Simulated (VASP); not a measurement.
# Rh in VASP: relaxation of the atoms with PBE

Aim: the relaxation of the atoms of Rh with PBE.

All numbers are computed with VASP 6.6.1; they aren't measurements. Logs are shortened: lines on timing, memory, paths and dates and some standing lists are left out, and cuts for length are marked.

## 1. The cell of the first run

The cell holds a slab with vacuum, 3 atoms: a = 2.708 Å, b = 2.708 Å, c = 18.830 Å, α = 90.00°, β = 90.00°, γ = 90.00°.

## 2. Relaxation of the atoms, PBE

File INCAR:

```
ALGO     = Normal         # electronic algorithm
DIPOL    = 0.5 0.5 0.500
EDIFF    = 1E-6           # SCF threshold, eV
EDIFFG   = -0.02          # ionic threshold
ENCUT    = 520            # plane-wave cutoff, eV
GGA      = PE             # functional
IBRION   = 2              # ionic algorithm
IDIPOL   = 3            
ISIF     = 2              # what is computed and relaxed
ISMEAR   = 0              # smearing method
LASPH    = True           # aspherical terms in the spheres
LCHARG   = False          # write CHGCAR
LDIPOL   = True         
LREAL    = False          # projectors in reciprocal space
LWAVE    = False          # write WAVECAR
NELM     = 80             # most SCF steps
NSW      = 80             # ionic steps
PREC     = Accurate       # precision mode
SIGMA    = 0.1            # smearing width, eV
```

File KPOINTS:

```
k-points
0
Gamma
  13 13 1
```

File POSCAR:

```
Rh
1.0
    2.7082034589      0.0000000000      0.0000000000
    0.0000000000      2.7082034589      0.0000000000
    0.0000000000      0.0000000000     18.8299780612
Rh
3
Direct
    0.5000000000      0.5000000000      0.3983010482
    0.0000000000      0.0000000000      0.5000000000
    0.5000000000      0.5000000000      0.6016989518
```

Potentials or basis: VASP PAW PBE potentials, release 64 (Rh_pv).

On the command line:

```sh
$ cat potpaw_PBE.64/Rh_pv/POTCAR > POTCAR
$ mpirun -np 1 vasp_std > vasp.out
```

OUTCAR:

```text
EDIFF = 1E-6
   EDIFFG = -0.02
   ENCUT = 520
   GGA = PE
   IBRION = 2
   ISIF = 2
   ISMEAR = 0
   LASPH = True
   LREAL = False
   NELM = 80
   NSW = 80
   PREC = Accurate

 ion  position               nearest neighbor table
   1  0.500  0.500  0.398-   2 2.71   2 2.71   2 2.71   2 2.71
   2  0.000  0.000  0.500-   1 2.71   3 2.71   1 2.71   3 2.71   1 2.71   3 2.71   1 2.71   3 2.71

   3  0.500  0.500  0.602-   2 2.71   2 2.71   2 2.71   2 2.71

  LATTYP: Found a simple tetragonal cell.
 ALAT       =     2.7082034589
 C/A-ratio  =     6.9529407029

  Lattice vectors:

 A1 = (   2.7082034589,   0.0000000000,   0.0000000000)
 A2 = (   0.0000000000,   2.7082034589,   0.0000000000)
 A3 = (   0.0000000000,   0.0000000000,  18.8299780612)

Analysis of symmetry for initial positions (statically):
=====================================================================
 Subroutine PRICEL returns:
 Original cell was already a primitive cell.

 Routine SETGRP: Setting up the symmetry group for a
 simple tetragonal supercell.

 Subroutine GETGRP returns: Found 16 space group operations
 (whereof 16 operations were pure point group operations)
 out of a pool of 16 trial point group operations.

The static configuration has the point symmetry D_4h.

Analysis of symmetry for dynamics (positions and initial velocities):
=====================================================================
 Subroutine PRICEL returns:
 Original cell was already a primitive cell.

 Routine SETGRP: Setting up the symmetry group for a
 simple tetragonal supercell.

 Subroutine GETGRP returns: Found 16 space group operations
 (whereof 16 operations were pure point group operations)
 out of a pool of 16 trial point group operations.

The dynamic configuration has the point symmetry D_4h.

 Subroutine INISYM returns: Found 16 space group operations
 (whereof 16 operations are pure point group operations),
 and found     1 'primitive' translations

----------------------------------------------------------------------------------------

                                     Primitive cell

  volume of cell :     138.1060

  direct lattice vectors                    reciprocal lattice vectors
     2.708203459  0.000000000  0.000000000     0.369248476  0.000000000  0.000000000
[... 114 lines left out ...]
   LHFCALC =     F    Hartree Fock is set to
   AEXX    =    0.0000 exact exchange contribution
   IVDW    =     0    specifies the selected vdW correction
   LEPSILON=     F    determine dielectric tensor
   LRPA    =     F    only Hartree local field effects (RPA)
 conjugate gradient relaxation of ions
 non-spin polarized calculation
 Gauss-broadening in eV      SIGMA  =   0.10
  energy-cutoff  :      520.00
  volume of cell :      138.11
 maximum number of plane-waves:      3744
   NGX = 11   NGY = 11   NGZ = 71

--------------------------------------- Ionic step        1  -------------------------------------------

 number of electron      45.0000019 magnetization

 Free energy of the ion-electron system (eV)
  ---------------------------------------------------
  ext. energy  EPLUGINS =         0.00000000
  ---------------------------------------------------
  free energy    TOTEN  =       -19.61021144 eV

  energy without entropy =      -19.58771006  energy(sigma->0) =      -19.59896075

------------------------ aborting loop because EDIFF is reached ----------------------------------------

  FORCE on cell =-STRESS in cart. coord.  units (eV):
  Direction    XX          YY          ZZ          XY          YZ          ZX
  --------------------------------------------------------------------------------------
  -------------------------------------------------------------------------------------
  Total       -3.4284025     -3.4284025     -2.4841076      0.0000000      0.0000000     -0.0000000
  in kB      -39.7731511    -39.7731511    -28.8183159      0.0000000      0.0000000     -0.0000000
  external PRESSURE =     -36.1215394 kB  Pullay stress =       0.0000000 kB
[... 18 lines left out ...]
  FREE ENERGIE OF THE ION-ELECTRON SYSTEM (eV)
  ---------------------------------------------------
  free  energy   TOTEN  =       -19.6102114388 eV

  energy  without entropy=      -19.5877100589  energy(sigma->0) =      -19.59896075

 dipolmoment           0.000000      0.000000     -0.000000 electrons x Angstroem

--------------------------------------- Ionic step        2  -------------------------------------------

 number of electron      45.0000037 magnetization

------------------------ aborting loop because EDIFF is reached ----------------------------------------
[... 32 lines left out ...]
--------------------------------------- Ionic step        3  -------------------------------------------

 number of electron      45.0000021 magnetization

 dipolmoment           0.000000      0.000000      0.000000 electrons x Angstroem

 Free energy of the ion-electron system (eV)
  ---------------------------------------------------
  ext. energy  EPLUGINS =         0.00000000
  ---------------------------------------------------
  free energy    TOTEN  =       -19.66070210 eV

  energy without entropy =      -19.63544512  energy(sigma->0) =      -19.64807361

 E-fermi :   0.1407     XC(G=0):  -5.1877

 val. band max:        0.1234633929   @ k =   0.4615   0.4615   0.0000
 cond. band min:       0.1681738208   @ k =   0.4615   0.1538   0.0000
 fundamental gap:      0.0447104279
 Fermi energy:         0.1406868677

 k-point     1 :       0.0000    0.0000    0.0000
  band No.  band energies     occupation
      1     -46.7262      2.00000
      2     -46.5159      2.00000
      3     -46.5159      2.00000
      4     -45.9399      2.00000
      5     -45.8498      2.00000
      6     -45.8498      2.00000
[... 709 lines left out ...]
     26       4.3839      0.00000
     27       6.8226      0.00000

 [... further k-points ...]

------------------------ aborting loop because EDIFF is reached ----------------------------------------

 vacuum level on the upper side and lower side of the slab       (xc-potential included)        -0.011        -0.011

  FORCE on cell =-STRESS in cart. coord.  units (eV):
  Direction    XX          YY          ZZ          XY          YZ          ZX
  --------------------------------------------------------------------------------------
  -------------------------------------------------------------------------------------
  Total       -2.0637238     -2.0637238     -0.1073329      0.0000000      0.0000000     -0.0000000
  in kB      -23.9414120    -23.9414120     -1.2451773      0.0000000      0.0000000     -0.0000000
  external PRESSURE =     -16.3760004 kB  Pullay stress =       0.0000000 kB
[... 18 lines left out ...]
  FREE ENERGIE OF THE ION-ELECTRON SYSTEM (eV)
  ---------------------------------------------------
  free  energy   TOTEN  =       -19.6607021017 eV

  energy  without entropy=      -19.6354451183  energy(sigma->0) =      -19.64807361

 reached required accuracy - stopping structural energy minimisation

 vacuum level on the upper side and lower side of the slab         5.014         5.014
```

OSZICAR:

```text
N       E                     dE             d eps       ncg     rms          rms(c)
DAV:   1     0.404646392058E+03    0.40465E+03   -0.28502E+04  2064   0.153E+03
DAV:   2    -0.896852734452E+01   -0.41361E+03   -0.40545E+03  1686   0.437E+02
DAV:   3    -0.206568528601E+02   -0.11688E+02   -0.10906E+02  1757   0.751E+01
DAV:   4    -0.209170374029E+02   -0.26018E+00   -0.25736E+00  1718   0.101E+01
[... 35 lines left out ...]
DAV:   5    -0.196607129064E+02    0.13410E-02   -0.55470E-03  1660   0.478E-01    0.146E-01
DAV:   6    -0.196607551081E+02   -0.42202E-04   -0.46791E-04  1814   0.195E-01    0.720E-02
DAV:   7    -0.196607058648E+02    0.49243E-04   -0.23455E-04  1624   0.147E-01    0.134E-02
DAV:   8    -0.196607027626E+02    0.31022E-05   -0.89345E-06  1467   0.284E-02    0.549E-03
DAV:   9    -0.196607021017E+02    0.66092E-06   -0.15957E-06  1057   0.118E-02
   3 F= -.19660702E+02 E0= -.19648074E+02  d E =-.504907E-01
```

It took 4.8 min on 1 thread of Oxide Virtual Turin-like, shared host; peak memory 0.23 GiB.

What came out:

| Item | Value |
| --- | --- |
| Free energy | -19.6607 eV |
| Energy gained by relaxing | 16.8 meV/atom |
| Ionic steps | 3 |
| Largest force after relaxing | 0.019 eV/Å |
| Band gap on the k mesh | zero (an odd number of electrons rules out a gap without spin polarisation) |

Forces in eV/Å, atoms in the order of the input:
```
Rh   0.000  0.000  0.019
Rh   0.000  0.000  0.000
Rh   0.000  0.000 -0.019
```

The path:
| step | energy change (eV) | largest force (eV/Å) | pressure (GPa) |
| --- | --- | --- | --- |
| 1 | 0.0000 | 0.6427 | -3.61 |
| 2 | -0.0324 | 0.3962 | -2.83 |
| 3 | -0.0505 | 0.0194 | -1.64 |

Final structure:
```cif
data_structure
_symmetry_space_group_name_H-M 'P 1'
_symmetry_Int_Tables_number 1
_cell_length_a 2.7082
_cell_length_b 2.7082
_cell_length_c 18.8300
_cell_angle_alpha 90.000
_cell_angle_beta 90.000
_cell_angle_gamma 90.000
_cell_volume 138.11
loop_
_atom_site_label
_atom_site_type_symbol
_atom_site_fract_x
_atom_site_fract_y
_atom_site_fract_z
_atom_site_occupancy
Rh1 Rh 0.50000 0.50000 0.40221 1
Rh2 Rh 0.00000 0.00000 0.50000 1
Rh3 Rh 0.50000 0.50000 0.59779 1
```

Levels at points of the mesh, in eV from the Fermi level:
| k point | band 18 | band 19 | band 20 | band 21 | band 22 | band 23 | band 24 | band 25 | band 26 | band 27 |
| --- | --- | --- | --- | --- | --- | --- | --- | --- | --- | --- |
| (0.00, 0.00, 0.00) | -1.58 | -1.09 | -0.84 | -0.77 | -0.77 | 0.19 | 0.38 | 0.62 | 0.65 | 0.65 |

The gap in the log of VASP goes by the Fermi energy; the results here count the filled bands.